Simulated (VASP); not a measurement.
# AlNi (CsCl type) (Pm-3m) in VASP: further runs

Runs on AlNi (CsCl type). Level: PBE. Tasks: relaxation of cell and atoms.

All numbers are computed with VASP 6.6.1; they aren't measurements. Logs are shortened: lines on timing, memory, paths and dates and some standing lists are left out, and cuts for length are marked.

### Step 1. The cell of the first run

It takes space group Pm-3m (No. 221, cubic). Conventional cell: a = 2.715 Å, b = 2.715 Å, c = 2.715 Å, α = 90.00°, β = 90.00°, γ = 90.00°. Within 3.1 Å of Ni (site symmetry m-3m) lie 8 Al at 2.35 Å and 6 Ni at 2.71 Å. Al (site symmetry m-3m) has 8 Ni at 2.35 Å and 6 Al at 2.71 Å within 3.1 Å.

### Step 2. Relaxation of cell and atoms, PBE, target pressure 46 GPa, at which the enthalpy is minimised

Input file INCAR:

```
SYSTEM = AlNi
PREC = Accurate ; ENCUT = 600
EDIFF = 1E-6 ; ISMEAR = -1
SIGMA = 0.08 ; LREAL = .False.
LASPH = .True. ; NELM = 100
ALGO = Normal ; ISIF = 3
LWAVE = .False. ; LCHARG = .False.
GGA = PE ; IBRION = 2
NSW = 32 ; EDIFFG = -0.005
PSTRESS = 460.0
```

Input file KPOINTS:

```
regular mesh
0
Gamma
  15 15 15
  0 0 0
```

Input file POSCAR:

```
AlNi
1.0
    2.7145562586      0.0000000000      0.0000000000
    0.0000000000      2.7145562586      0.0000000000
    0.0000000000      0.0000000000      2.7145562586
Ni Al
1 1
Direct
    0.0000000000      0.0000000000      0.0000000000
    0.5000000000      0.5000000000      0.5000000000
```

Potentials or basis: VASP PAW PBE potentials, release 64 (Ni, Al).

Command:

```console
cat potpaw_PBE.64/Ni/POTCAR potpaw_PBE.64/Al/POTCAR > POTCAR
mpirun -np 1 vasp_std > vasp.out
```

OUTCAR:

```text
SYSTEM = AlNi
   PREC = Accurate
   ENCUT = 600
   EDIFF = 1E-6
   ISMEAR = -1
   LREAL = .False.
   LASPH = .True.
   NELM = 100
   ISIF = 3
   GGA = PE
   IBRION = 2
   NSW = 32
   EDIFFG = -0.005
   PSTRESS = 460.0

 ion  position               nearest neighbor table
   1  0.000  0.000  0.000-   2 2.35   2 2.35   2 2.35   2 2.35   2 2.35   2 2.35   2 2.35   2 2.35

   2  0.500  0.500  0.500-   1 2.35   1 2.35   1 2.35   1 2.35   1 2.35   1 2.35   1 2.35   1 2.35

  LATTYP: Found a simple cubic cell.
 ALAT       =     2.7145562586

  Lattice vectors:

 A1 = (   2.7145562586,   0.0000000000,   0.0000000000)
 A2 = (   0.0000000000,   2.7145562586,   0.0000000000)
 A3 = (   0.0000000000,   0.0000000000,   2.7145562586)

Analysis of symmetry for initial positions (statically):
=====================================================================
 Subroutine PRICEL returns:
 Original cell was already a primitive cell.

 Routine SETGRP: Setting up the symmetry group for a
 simple cubic supercell.

 Subroutine GETGRP returns: Found 48 space group operations
 (whereof 48 operations were pure point group operations)
 out of a pool of 48 trial point group operations.

The static configuration has the point symmetry O_h .

Analysis of symmetry for dynamics (positions and initial velocities):
=====================================================================
 Subroutine PRICEL returns:
 Original cell was already a primitive cell.

 Routine SETGRP: Setting up the symmetry group for a
 simple cubic supercell.

 Subroutine GETGRP returns: Found 48 space group operations
 (whereof 48 operations were pure point group operations)
 out of a pool of 48 trial point group operations.

The dynamic configuration has the point symmetry O_h .

 Subroutine INISYM returns: Found 48 space group operations
 (whereof 48 operations are pure point group operations),
 and found     1 'primitive' translations

----------------------------------------------------------------------------------------

                                     Primitive cell

  volume of cell :      20.0031

  direct lattice vectors                    reciprocal lattice vectors
     2.714556259  0.000000000  0.000000000     0.368384334  0.000000000  0.000000000
     0.000000000  2.714556259  0.000000000     0.000000000  0.368384334  0.000000000
     0.000000000  0.000000000  2.714556259     0.000000000  0.000000000  0.368384334

  length of vectors
     2.714556259  2.714556259  2.714556259     0.368384334  0.368384334  0.368384334

  position of ions in fractional coordinates (direct lattice)
     0.000000000  0.000000000  0.000000000
     0.500000000  0.500000000  0.500000000

  ion indices of the primitive-cell ions
   primitive index   ion index
                 1           1
                 2           2

----------------------------------------------------------------------------------------

 KPOINTS: regular mesh

Automatic generation of k-mesh.
 Grid dimensions read from file:
 generate k-points for:   15   15   15

 Generating k-lattice:

  Cartesian coordinates                     Fractional coordinates (reciprocal lattice)
     0.024558956  0.000000000  0.000000000     0.066666667  0.000000000  0.000000000
     0.000000000  0.024558956  0.000000000     0.000000000  0.066666667  0.000000000
     0.000000000  0.000000000  0.024558956     0.000000000  0.000000000  0.066666667

  Length of vectors
     0.024558956  0.024558956  0.024558956

  Shift w.r.t. Gamma in fractional coordinates (k-lattice)
     0.000000000  0.000000000  0.000000000

 Subroutine IBZKPT returns following result:
 ===========================================

 Found    120 irreducible k-points:

 Following reciprocal coordinates:
            Coordinates               Weight
  0.000000  0.000000  0.000000      1.000000
  0.066667  0.000000  0.000000      6.000000
  0.133333  0.000000  0.000000      6.000000
  0.200000  0.000000  0.000000      6.000000
  0.266667  0.000000  0.000000      6.000000
  0.333333  0.000000  0.000000      6.000000
[... 16 lines left out ...]
  0.266667  0.200000  0.000000     24.000000
  0.333333  0.200000  0.000000     24.000000
 [... further k-points ...]
   k-points           NKPTS =    120   k-points in BZ     NKDIM =    120   number of bands    NBANDS=     10
   number of dos      NEDOS =    301   number of ions     NIONS =      2
   total plane-waves  NPLWV =  13824
   dimension x,y,z NGX =    24 NGY =   24 NGZ =   24
   dimension x,y,z NGXF=    48 NGYF=   48 NGZF=   48
   ions per type =               1   1
   NGX,Y,Z   is equivalent  to a cutoff of  14.70, 14.70, 14.70 a.u.
   NGXF,Y,Z  is equivalent  to a cutoff of  29.40, 29.40, 29.40 a.u.
 SYSTEM =  AlNi
   PREC   = accura    normal or accurate (medium, high low for compatibility)
   ISTART =      0    job   : 0-new  1-cont  2-samecut
   ICHARG =      2    charge: 1-file 2-atom 10-const
   ISPIN  =      1    spin polarized calculation?
   LNONCOLLINEAR =      F non collinear calculations
   LSORBIT =      F    spin-orbit coupling
   LASPH  =      T    aspherical Exc in radial PAW
   ENCUT  =  600.0 eV  44.10 Ry    6.64 a.u.   5.42  5.42  5.42*2*pi/ulx,y,z
   NELM   =    100;   NELMIN=  2; NELMDL= -5     # of ELM steps
   EDIFF  = 0.1E-05   stopping-criterion for ELM
   LREAL  =      F    real-space projection
   EDIFFG = -.5E-02   stopping-criterion for IOM
   NSW    =     32    number of steps for IOM
   IBRION =      2    ionic relax: 0-MD 1-quasi-New 2-CG
   NFREE  =      1    steps in history (QN), initial steepest desc. (CG)
   ISIF   =      3    stress and relaxation
   ISYM   =      2    0-nonsym 1-usesym 2-fastsym
   POTIM  = 0.5000    time-step for ionic-motion
   TEBEG  =    0.0;   TEEND  =   0.0 temperature during run
   PSTRESS=  460.0 pullay stress
   NELECT =      13.0000    total number of electrons
   NUPDOWN=      -1.0000    fix difference up-down
   EMIN   =  10.00;   EMAX   =-10.00  energy-range for DOS
   EFERMI =   0.00;   METHOD = LEGACY
   ISMEAR =    -1;   SIGMA  =   0.08  broadening in eV -4-tet -1-fermi 0-gaus
   EFERMI_NEDOS =   21; number of points for ismear=-14 and -15
   IALGO  =     38    algorithm
   IMIX   =      4    mixing-type and parameters
     AMIX     =   0.40;   BMIX     =  1.00
     AMIX_MAG =   1.60;   BMIX_MAG =  1.00
  volume/ion in A,a.u.               =      10.00        67.49
  Fermi-wavevector in a.u.,A,eV,Ry     =   1.418046  2.679719 27.359350  2.010856
  Thomas-Fermi vector in A             =   2.539213
   LORBIT       =      0    0 simple, 1 ext, 2 COOP (PROOUT), +10 PAW based schemes
   GGA     = PE    functional components
   LHFCALC =     F    Hartree Fock is set to
   AEXX    =    0.0000 exact exchange contribution
   IVDW    =     0    specifies the selected vdW correction
   LEPSILON=     F    determine dielectric tensor
   LRPA    =     F    only Hartree local field effects (RPA)
 conjugate gradient relaxation of ions
 non-spin polarized calculation
  energy-cutoff  :      600.00
  volume of cell :       20.00
 maximum number of plane-waves:       691
 NGX is ok and might be reduce to    24
   NGX = 11   NGY = 11   NGZ = 11

--------------------------------------- Ionic step        1  -------------------------------------------

 number of electron      13.0000008 magnetization

 Free energy of the ion-electron system (eV)
  ---------------------------------------------------
  ext. energy  EPLUGINS =         0.00000000
  ---------------------------------------------------
  free energy    TOTEN  =       -10.03611030 eV

  energy without entropy =      -10.02067261  energy(sigma->0) =      -10.02839145

------------------------ aborting loop because EDIFF is reached ----------------------------------------

  FORCE on cell =-STRESS in cart. coord.  units (eV):
  Direction    XX          YY          ZZ          XY          YZ          ZX
  --------------------------------------------------------------------------------------
  -------------------------------------------------------------------------------------
  Total        5.7235736      5.7235736      5.7235736     -0.0000000     -0.0000000      0.0000000
  in kB      458.4387471    458.4387471    458.4387471     -0.0000000     -0.0000000      0.0000000
  external PRESSURE =      -1.5612529 kB  Pullay stress =     460.0000000 kB
[... 61 lines left out ...]
  enthalpy is  TOTEN    =        -4.2930319362 eV   P V=        5.7349688191

--------------------------------------- Ionic step        3  -------------------------------------------

 number of electron      13.0000008 magnetization

 Free energy of the ion-electron system (eV)
  ---------------------------------------------------
  ext. energy  EPLUGINS =         0.00000000
  ---------------------------------------------------
  free energy    TOTEN  =       -10.03350621 eV

  energy without entropy =      -10.01807944  energy(sigma->0) =      -10.02579282

 E-fermi :  12.6147     XC(G=0): -12.9391

 val. band max:       12.6022075181   @ k =   0.4667   0.4667   0.3333
 cond. band min:      12.6389998865   @ k =   0.3333   0.3333   0.0667
 fundamental gap:      0.0367923684
 Fermi energy:        12.6146922921

 k-point     1 :       0.0000    0.0000    0.0000
  band No.  band energies     occupation
      1       0.0829      2.00000
      2       8.3958      2.00000
      3       8.3958      2.00000
      4      10.6390      2.00000
      5      10.6390      2.00000
      6      10.6390      2.00000
      7      18.9242      0.00000
      8      18.9242      0.00000
      9      18.9242      0.00000
     10      21.3244      0.00000
[... 287 lines left out ...]
 k-point    24 :       0.3333    0.2000    0.0000
  band No.  band energies     occupation
      1       3.0786      2.00000
      2       7.7296      2.00000
      3       8.8862      2.00000
      4       9.6821      2.00000
      5      10.0046      2.00000
      6      10.4144      2.00000
      7      12.7833      0.21667
      8      17.0226      0.00000
      9      21.7736      0.00000
     10      22.5580      0.00000

 [... further k-points ...]

------------------------ aborting loop because EDIFF is reached ----------------------------------------

  FORCE on cell =-STRESS in cart. coord.  units (eV):
  Direction    XX          YY          ZZ          XY          YZ          ZX
  --------------------------------------------------------------------------------------
  -------------------------------------------------------------------------------------
  Total        5.7409316      5.7409316      5.7409316     -0.0000000     -0.0000000      0.0000000
  in kB      460.0380449    460.0380449    460.0380449     -0.0000000     -0.0000000      0.0000000
  external PRESSURE =       0.0380449 kB  Pullay stress =     460.0000000 kB
[... 17 lines left out ...]
  FREE ENERGIE OF THE ION-ELECTRON SYSTEM (eV)
  ---------------------------------------------------
  free  energy   TOTEN  =       -10.0335062089 eV

  energy  without entropy=      -10.0180794375  energy(sigma->0) =      -10.02579282

  enthalpy is  TOTEN    =        -4.2930494266 eV   P V=        5.7404567823

 reached required accuracy - stopping structural energy minimisation
```

It took 52 s on 1 thread of Intel Xeon 8259CL, shared host; peak memory 0.17 GiB.

Results:

* Free energy: -10.0335 eV
* Relaxed volume: 10.00 Å³/atom
* Relaxed cell: a = 2.714 Å, b = 2.714 Å, c = 2.714 Å, α = 90.00°, β = 90.00°, γ = 90.00°
* Space group after relaxing (to 0.1 Å): Pm-3m (No. 221)
* Energy change on relaxing (the run minimises the enthalpy): +1.3 meV/atom
* Ionic steps: 3
* Pressure after relaxing: 46.0 GPa
* Band gap on the k mesh: zero (an odd number of electrons rules out a gap without spin polarisation)

The path:
```
step  energy change (eV)  largest force (eV/Å)  pressure (GPa)  volume (Å³)
   1              0.0000                0.0000           45.84        20.00
   2              0.0081                0.0000           46.33        19.97
   3              0.0026                0.0000           46.00        19.99
```

Final structure:
```xyz
2
Lattice="2.7141 0.0000 0.0000 0.0000 2.7141 0.0000 0.0000 0.0000 2.7141" Properties=species:S:1:pos:R:3 pbc="T T T"
Ni    0.0000    0.0000    0.0000
Al    1.3571    1.3571    1.3571
```

Caveat: the cell is relaxed towards a set pressure, so the run minimises the enthalpy, not the energy.

### Step 3. Relaxation of cell and atoms, PBE, target pressure 46 GPa, at which the enthalpy is minimised

This run uses another cell than the first one, of 10.70 Å³/atom.

Input file INCAR:

```
SYSTEM = AlNi
PREC = Accurate ; ENCUT = 600
EDIFF = 1E-6 ; ISMEAR = -1
SIGMA = 0.08 ; LREAL = .FALSE.
LASPH = .TRUE. ; NELM = 100
ALGO = Normal ; ISIF = 3
LWAVE = .FALSE. ; LCHARG = .FALSE.
GGA = PE ; IBRION = 2
NSW = 60 ; EDIFFG = -0.005
PSTRESS = 460.0
```

Input file KPOINTS:

```
Automatic mesh
0
G
  15 15 15
  0 0 0
```

Input file POSCAR:

```
AlNi
1.0
    2.7764868810      0.0000000000      0.0000000000
    0.0000000000      2.7764868810      0.0000000000
    0.0000000000      0.0000000000      2.7764868810
Ni Al
1 1
Direct
    0.0000000000      0.0000000000      0.0000000000
    0.5000000000      0.5000000000      0.5000000000
```

Potentials or basis: VASP PAW PBE potentials, release 64 (Ni, Al).

Command:

```console
cat potpaw_PBE.64/Ni/POTCAR potpaw_PBE.64/Al/POTCAR > POTCAR
mpirun -np 1 vasp_std > vasp.out
```

Run time: 2.2 min. Hardware: 1 thread of Intel Xeon 8259CL, shared host; peak memory 0.18 GiB.

It converged, with:

```
Free energy                                                : -10.0336 eV
Relaxed volume                                             : 10.00 Å³/atom
Relaxed cell                                               : a = 2.714 Å, b = 2.714 Å, c = 2.714 Å, α = 90.00°, β = 90.00°, γ = 90.00°
Space group after relaxing (to 0.1 Å)                      : Pm-3m (No. 221)
Energy change on relaxing (the run minimises the enthalpy) : +155.2 meV/atom
Ionic steps                                                : 7
Pressure after relaxing                                    : 46.0 GPa
Band gap on the k mesh                                     : zero (an odd number of electrons rules out a gap without spin polarisation)
```

Step by step:
```csv
step,energy change (eV),largest force (eV/Å),pressure (GPa),volume (Å³)
1,0.0000,0.0000,25.61,21.40
2,1.4596,0.0000,105.25,17.46
3,0.2931,0.0000,44.94,20.05
4,0.3086,0.0000,45.91,20.00
5,0.3165,0.0000,46.39,19.97
6,0.2990,0.0000,45.37,20.03
7,0.3105,0.0000,46.03,19.99
```

Final structure:
```cif
data_structure
_symmetry_space_group_name_H-M 'P 1'
_symmetry_Int_Tables_number 1
_cell_length_a 2.7141
_cell_length_b 2.7141
_cell_length_c 2.7141
_cell_angle_alpha 90.000
_cell_angle_beta 90.000
_cell_angle_gamma 90.000
_cell_volume 19.99
loop_
_atom_site_label
_atom_site_type_symbol
_atom_site_fract_x
_atom_site_fract_y
_atom_site_fract_z
_atom_site_occupancy
Ni1 Ni 0.00000 0.00000 0.00000 1
Al1 Al 0.50000 0.50000 0.50000 1
```

Levels at points of the mesh, in eV from the Fermi level:
```tsv
k point	band 3	band 4	band 5	band 6	band 7	band 8	band 9	band 10
(0.00, 0.00, 0.00)	-4.22	-1.98	-1.98	-1.98	6.31	6.31	6.31	8.71
```

Caveat: the cell is relaxed towards a set pressure, so the run minimises the enthalpy, not the energy. Spin polarisation is off, so any magnetic state and its effect on volume and gap are missing.

The gap in the log of VASP goes by the Fermi energy; the results here count the filled bands.